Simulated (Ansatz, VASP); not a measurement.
Two plane-wave programs on ZnO

```
Zn O
1.0
     3.24931    0.00000    0.00000
    -1.62465    2.81398    0.00000
     0.00000    0.00000    5.20571
Zn O
2 2
Direct
  0.66667 0.33333 0.00000
  0.33333 0.66667 0.50000
  0.33333 0.66667 0.87901
  0.66667 0.33333 0.37901
```

Alike in both runs: functional LDA; k mesh 7 × 7 × 4; occupations fermi-dirac, width 0.05 eV; no spin polarisation.

|  | VASP | Ansatz |
| --- | --- | --- |
| version | VASP 6.6.1 | Ansatz 0.2.0 |
| potentials or method | VASP PAW LDA potentials, release 64 (Zn, O) | Ansatz PAW |
| plane-wave cutoff (eV) | 520 | 420 |
| valence electrons in the cell | 36 | 36 |
| task | single point | band structure |

|  | VASP | Ansatz | Ansatz less VASP |
| --- | --- | --- | --- |
| gap on the k mesh at the Fermi level (eV) | 0.74 | 0.73 | -0.007 |
| least direct gap on the mesh (eV) | 0.74 | 0.73 | -0.007 |
| pressure (GPa) | -6.1 | -7.1 | -1.00 |
| traceless stress, the component that is largest in VASP (GPa) | 1.19 | 1.15 | -0.048 |
| rms of the force components (eV/Å) | 0.032 | 0.030 | -0.0024 |

LDA's correlation is that of Perdew and Zunger in VASP and of Perdew and Wang (1992) in Ansatz. Atom by atom the forces differ by 0.002 eV/Å (rms over components).
